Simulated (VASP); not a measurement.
# GaAs (I-4m2) in VASP: notebook, part 2 of 2

VASP 6.6.1. The steps go on from the part before.

## (3) Single point, PBEsol (biaxial strain in the a-b plane: +6.0 %, then relaxed in part)

Contents of INCAR:

```
PREC = Accurate
ENCUT = 520
EDIFF = 1E-6
ISMEAR = 0
SIGMA = 0.01
LREAL = F
LASPH = T
NELM = 60
ALGO = Normal
ISIF = 2
LWAVE = F
LCHARG = F
GGA = PS
NBANDS = 26
```

Contents of KPOINTS:

```
Automatic mesh
0
Gamma
  10 10 6
```

Contents of POSCAR:

```
GaAs
1.0
    2.9987149951      2.9987149951      0.0000000000
   -2.9987149951      2.9987149951      0.0000000000
    0.0000000000      0.0000000000      5.3391676983
Ga As
2 2
Direct
    0.0000000000      0.0000000000      0.0000000000
    0.5000000000      0.5000000000      0.5000000000
    0.5000000000      0.0000000000      0.7500000000
    0.0000000000      0.5000000000      0.2500000000
```

Potentials or basis: VASP PAW PBE potentials, release 64 (Ga_d, As).

The run is started by

```sh
$ cat potpaw_PBE.64/Ga_d/POTCAR potpaw_PBE.64/As/POTCAR > POTCAR
$ mpirun -np 1 vasp_std > vasp.out
```

OUTCAR:

```text
PREC = Accurate
   ENCUT = 520
   EDIFF = 1E-6
   ISMEAR = 0
   LREAL = F
   LASPH = T
   NELM = 60
   ISIF = 2
   GGA = PS

 ion  position               nearest neighbor table
   1  0.000  0.000  0.000-   3 2.51   4 2.51   4 2.51   3 2.51
   2  0.500  0.500  0.500-   3 2.51   4 2.51   3 2.51   4 2.51
   3  0.500  0.000  0.750-   1 2.51   2 2.51   2 2.51   1 2.51
   4  0.000  0.500  0.250-   1 2.51   2 2.51   1 2.51   2 2.51

  LATTYP: Found a simple tetragonal cell.
[... 914 lines left out ...]
  Direction    XX          YY          ZZ          XY          YZ          ZX
  --------------------------------------------------------------------------------------
  -------------------------------------------------------------------------------------
  Total       -3.1865481     -3.1865481      0.0717948      0.0000000     -0.0000000      0.0000000
  in kB      -53.1688317    -53.1688317      1.1979253      0.0000000     -0.0000000      0.0000000
  external PRESSURE =     -35.0465794 kB  Pullay stress =       0.0000000 kB

 VOLUME and BASIS-vectors are now :
 -----------------------------------------------------------------------------
  energy-cutoff  :      520.00
  volume of cell :       96.02
      direct lattice vectors                 reciprocal lattice vectors
     2.998714995  2.998714995  0.000000000     0.166738086  0.166738086  0.000000000
    -2.998714995  2.998714995  0.000000000    -0.166738086  0.166738086  0.000000000
     0.000000000  0.000000000  5.339167698     0.000000000  0.000000000  0.187295110

 POSITION                                       TOTAL-FORCE (eV/Angst)
 -----------------------------------------------------------------------------------
      0.00000      0.00000      0.00000         0.000000      0.000000     -0.000000
      0.00000      2.99871      2.66958        -0.000000     -0.000000      0.000000
      1.49936      1.49936      4.00438         0.000000      0.000000     -0.000000
     -1.49936      1.49936      1.33479         0.000000      0.000000     -0.000000
 -----------------------------------------------------------------------------------
    total drift:                               -0.000000      0.000000     -0.000000

  FREE ENERGIE OF THE ION-ELECTRON SYSTEM (eV)
  ---------------------------------------------------
  free  energy   TOTEN  =       -17.9919120454 eV

  energy  without entropy=      -17.9919120454  energy(sigma->0) =      -17.99191205
```

OSZICAR:

```text
N       E                     dE             d eps       ncg     rms          rms(c)
DAV:   1     0.230645108026E+03    0.23065E+03   -0.17163E+04  4496   0.191E+03
DAV:   2     0.975564339705E+01   -0.22089E+03   -0.21267E+03  4728   0.414E+02
DAV:   3    -0.174781433314E+02   -0.27234E+02   -0.26917E+02  5514   0.119E+02
DAV:   4    -0.183406378832E+02   -0.86249E+00   -0.86024E+00  4904   0.220E+01
DAV:   5    -0.183590214194E+02   -0.18384E-01   -0.18371E-01  5472   0.310E+00    0.387E+00
DAV:   6    -0.180453424600E+02    0.31368E+00   -0.50878E-01  6316   0.106E+01    0.218E+00
DAV:   7    -0.179947486022E+02    0.50594E-01   -0.19379E-01  5554   0.265E+00    0.735E-01
DAV:   8    -0.179917744725E+02    0.29741E-02   -0.32519E-02  5288   0.215E+00    0.147E-01
DAV:   9    -0.179918207413E+02   -0.46269E-04   -0.40096E-03  5404   0.978E-01    0.590E-02
DAV:  10    -0.179918570397E+02   -0.36298E-04   -0.45402E-04  4964   0.183E-01    0.308E-02
DAV:  11    -0.179919145255E+02   -0.57486E-04   -0.13843E-04  5276   0.897E-02    0.112E-02
DAV:  12    -0.179919121372E+02    0.23883E-05   -0.17319E-05  4746   0.356E-02    0.633E-03
DAV:  13    -0.179919120454E+02    0.91843E-07   -0.68840E-07  3372   0.521E-03
   1 F= -.17991912E+02 E0= -.17991912E+02  d E =-.212713E-12
```

stdout:

```text
POSCAR found type information on POSCAR GaAs
 POSCAR found :  2 types and       4 ions
 scaLAPACK will be used
 -----------------------------------------------------------------------------
|                                                                             |
|                                                                             |
|     You enforced a specific xc type in the INCAR file but a different       |
|     I HOPE YOU KNOW WHAT YOU ARE DOING!                                     |
|                                                                             |
 -----------------------------------------------------------------------------

 LDA part: xc-table for (Slater+PW92), standard interpolation
 POSCAR, INCAR and KPOINTS ok, starting setup
 FFT: planning ... GRIDC
 FFT: planning ... GRID_SOFT
 FFT: planning ... GRID
 WAVECAR not read
 entering main loop
```

Wall time 3.5 min (1 thread of Intel Xeon 8259CL, shared host); peak memory 0.32 GiB.

Results:

* Free energy: -17.9919 eV
* Pressure: -3.5 GPa
* Band gap on the k mesh: 0.24 eV

Caveat: the cell differs from its parent crystal (biaxial strain in the a-b plane: +6.0 %, then relaxed in part); the cell stands under tension; the PAW data sets were made with another functional, which shifts forces and pressure a little.

## (4) Single point, PBEsol

This run uses another cell than the first one, of 24.01 Å³/atom.

Contents of INCAR:

```
SYSTEM = GaAs
ALGO = Normal ; EDIFF = 1E-7
ENCUT = 520 ; GGA = PS
ISIF = 2 ; ISMEAR = 0
LASPH = .True. ; LCHARG = .False.
LREAL = .False. ; LWAVE = .False.
NBANDS = 26 ; NELM = 60
PREC = Accurate ; SIGMA = 0.01
```

Contents of KPOINTS:

```
k-points
0
Gamma
  10 10 6
  0 0 0
```

POSCAR is that of step 3.

The run is started by

```sh
$ cat potpaw_PBE.64/Ga_d/POTCAR potpaw_PBE.64/As/POTCAR > POTCAR
$ mpirun -np 1 vasp_std > vasp.out
```

Wall time 3.7 min (1 thread of Intel Xeon 8259CL, shared host); peak memory 0.32 GiB.

The run converged. Its results:

| Property | Result |
| --- | --- |
| Free energy | -17.9919 eV |
| Pressure | -3.5 GPa |
| Band gap on the k mesh | 0.24 eV |

Stress tensor (GPa, compression positive):
```
-5.32  0.00  0.00
 0.00 -5.32  0.00
 0.00  0.00  0.12
```

Levels at points of the mesh, in eV from the valence-band top:
| k point | band 14 | band 15 | band 16 | band 17 | band 18 | band 19 | band 20 | band 21 | band 22 | band 23 |
| --- | --- | --- | --- | --- | --- | --- | --- | --- | --- | --- |
| (0.00, 0.00, 0.00) | -3.03 | -3.03 | -0.28 | -0.28 | -0.18 | 0.24 | 0.84 | 0.99 | 3.45 | 3.75 |
| (0.50, 0.00, 0.00) | -5.45 | -2.84 | -2.84 | -1.67 | -1.67 | 1.97 | 1.97 | 5.33 | 5.33 | 5.46 |
| (0.50, 0.50, 0.00) | -6.86 | -2.33 | -2.33 | -2.26 | -2.26 | 1.60 | 1.60 | 1.87 | 1.87 | 8.76 |
| (0.00, 0.00, 0.50) | -3.90 | -1.99 | -1.99 | -1.99 | -1.99 | 1.22 | 1.22 | 3.15 | 3.15 | 6.22 |
| (0.50, 0.00, 0.50) | -6.44 | -1.55 | -1.55 | -0.76 | -0.76 | 0.50 | 0.50 | 4.11 | 4.11 | 5.01 |
| (0.50, 0.50, 0.50) | -6.62 | -3.38 | -3.38 | -3.21 | -3.21 | 4.91 | 4.91 | 5.21 | 5.21 | 6.03 |

Caveat: the cell stands under tension; the PAW data sets were made with another functional, which shifts forces and pressure a little.

## (5) Single point, PBEsol (biaxial strain in the a-b plane: +6.0 %)

Contents of INCAR:

```
SYSTEM = GaAs
  ALGO = Normal
  EDIFF = 1E-7
  ENCUT = 520
  GGA = PS
  ISIF = 2
  ISMEAR = 0
  LASPH = .TRUE.
  LCHARG = .TRUE.
  LELF = .TRUE.
  LREAL = .FALSE.
  LVHAR = .TRUE.
  LWAVE = .FALSE.
  NBANDS = 26
  NELM = 60
  PREC = Accurate
  SIGMA = 0.01
```

Contents of KPOINTS:

```
k-points
0
G
  10 10 6
  0 0 0
```

POSCAR, as its differences from that of step 4:

```diff
@@ -4,3 +4,3 @@
    -2.9987149951      2.9987149951      0.0000000000
-    0.0000000000      0.0000000000      5.3391676983
+    0.0000000000      0.0000000000      5.4542665193
 Ga As
```

The run is started by

```sh
$ cat potpaw_PBE.64/Ga_d/POTCAR potpaw_PBE.64/As/POTCAR > POTCAR
$ mpirun -np 1 vasp_std > vasp.out
```

Wall time 3.6 min (1 thread of Intel Xeon 8259CL, shared host); peak memory 0.32 GiB.

Results (log left out):

| Item | Value |
| --- | --- |
| Free energy | -17.9835 eV |
| Pressure | -4.5 GPa |
| Band gap on the k mesh | 0.24 eV |

Stress tensor (GPa, compression positive):
```
-6.05  0.00  0.00
 0.00 -6.05  0.00
 0.00  0.00 -1.45
```

Levels at points of the mesh, in eV from the valence-band top:
| k point | band 14 | band 15 | band 16 | band 17 | band 18 | band 19 | band 20 | band 21 | band 22 | band 23 |
| --- | --- | --- | --- | --- | --- | --- | --- | --- | --- | --- |
| (0.00, 0.00, 0.00) | -2.83 | -2.83 | -0.25 | -0.20 | -0.20 | 0.24 | 1.02 | 1.15 | 3.50 | 3.75 |
| (0.50, 0.00, 0.00) | -5.38 | -2.79 | -2.79 | -1.51 | -1.51 | 2.07 | 2.07 | 5.32 | 5.32 | 5.45 |
| (0.50, 0.50, 0.00) | -6.69 | -2.27 | -2.27 | -2.22 | -2.22 | 1.63 | 1.63 | 1.85 | 1.85 | 8.85 |
| (0.00, 0.00, 0.50) | -3.89 | -1.83 | -1.83 | -1.83 | -1.83 | 1.39 | 1.39 | 3.09 | 3.09 | 6.22 |
| (0.50, 0.00, 0.50) | -6.29 | -1.40 | -1.40 | -0.75 | -0.75 | 0.56 | 0.56 | 4.22 | 4.22 | 4.91 |
| (0.50, 0.50, 0.50) | -6.47 | -3.24 | -3.24 | -3.07 | -3.07 | 4.73 | 4.73 | 5.09 | 5.09 | 5.81 |

Caveat: the cell differs from its parent crystal (biaxial strain in the a-b plane: +6.0 %); the cell stands under tension; the PAW data sets were made with another functional, which shifts forces and pressure a little.

## (6) Overview

| cell | gap on the mesh (eV) | pressure (GPa) |
| --- | --- | --- |
| a = 4.161, b = 4.161, c = 5.522 Å, 4 atoms | 0.19 | -3.2 |
| a = 4.241, b = 4.241, c = 5.339 Å, 4 atoms | 0.24 | -3.5 |
| a = 4.241, b = 4.241, c = 5.454 Å, 4 atoms | 0.24 | -4.5 |

Alike in all rows: task single point; level PBEsol; potentials or basis VASP PAW PBE potentials, release 64 (Ga_d, As); no spin polarisation; k mesh 10 × 10 × 6; cutoff (eV) 520; smearing gaussian 0.01 eV.

Caveats: the cell stands under tension; the PAW data sets were made with another functional, which shifts forces and pressure a little.

Total energies depend on the potentials used, so only differences within one code and one set of settings carry meaning.
